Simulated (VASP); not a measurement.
Ti: single point with LDA

Crystal: Ti.

```
Ti
1.0
    -1.60524    1.60524    1.60524
     1.60524   -1.60524    1.60524
     1.60524    1.60524   -1.60524
Ti
1
Direct
  0.00000 0.00000 0.00000
```

This cell differs from its parent crystal: volume scaled by 1.04.

```yaml
Program: VASP 6.6.1
Task: single point
Functional: LDA
Potentials_or_basis: VASP PAW LDA potentials, release 64 (Ti_sv)
Cutoff: 520 eV
k_mesh: 16 × 16 × 16
Occupations: fermi-dirac, width 0.1 eV
Spin: no spin polarisation
Dipole_correction: no
Further_INCAR_settings: ALGO = Normal; EDIFF = 1e-07; NBANDS = 12
```

| Property | Result |
| --- | --- |
| Pressure | -4.5 GPa |
| Band gap on the k mesh | zero (band 6 reaches 9.36 eV, above the bottom of band 7 at 7.69 eV) |

Levels at points of the mesh, in eV from the Fermi level:
```tsv
k point	band 2	band 3	band 4	band 5	band 6	band 7	band 8	band 9	band 10	band 11
(0.00, 0.00, 0.00)	-31.90	-31.90	-31.90	-5.97	0.99	0.99	0.99	2.88	2.88	17.84
(0.50, 0.00, 0.00)	-32.71	-32.15	-31.91	-2.57	-0.48	1.40	2.87	3.24	4.54	9.34
(0.50, 0.50, 0.50)	-32.45	-32.45	-32.45	-2.27	-2.27	4.16	4.16	4.16	8.80	8.80
```

Run time: 8.9 s on 1 thread of Intel(R) Xeon(R) 6975P-C (Granite Rapids), on a shared host, peak memory 0.14 GiB.
